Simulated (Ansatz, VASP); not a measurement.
AlAs: VASP beside Ansatz

```
Al As
1.0
     0.00000    2.83731    2.83731
     2.83731    0.00000    2.83731
     2.83731    2.83731    0.00000
Al As
1 1
Direct
  0.00000 0.00000 0.00000
  0.25000 0.25000 0.25000
```

Alike in both runs: functional PBEsol; k mesh 8 × 8 × 8; occupations gaussian, width 0.02 eV; no spin polarisation.

Ansatz relaxed the structure, and its values are those at the end. VASP's run is a single point on that final structure, the one shown.

|  | VASP | Ansatz |
| --- | --- | --- |
| version | VASP 6.6.1 | Ansatz 0.2.0 |
| potentials or method | VASP PAW PBE potentials, release 64 (Al, As), cutoff 500 eV | scalar-relativistic, plane waves, PAW |
| valence electrons in the cell | 8 | 18 |

```csv
,VASP,Ansatz,Ansatz less VASP
gap on the k mesh at the Fermi level (eV),1.33,1.34,+0.012
least direct gap on the mesh (eV),1.92,1.91,-0.014
pressure (GPa),0.3,0.0,-0.28
```

VASP's potentials were made for PBE, not for PBEsol, and Ansatz warns of the same on its side. VASP's potentials hold 8 valence electrons a cell and Ansatz's 18, so a difference there can come from the potentials and not from the codes.
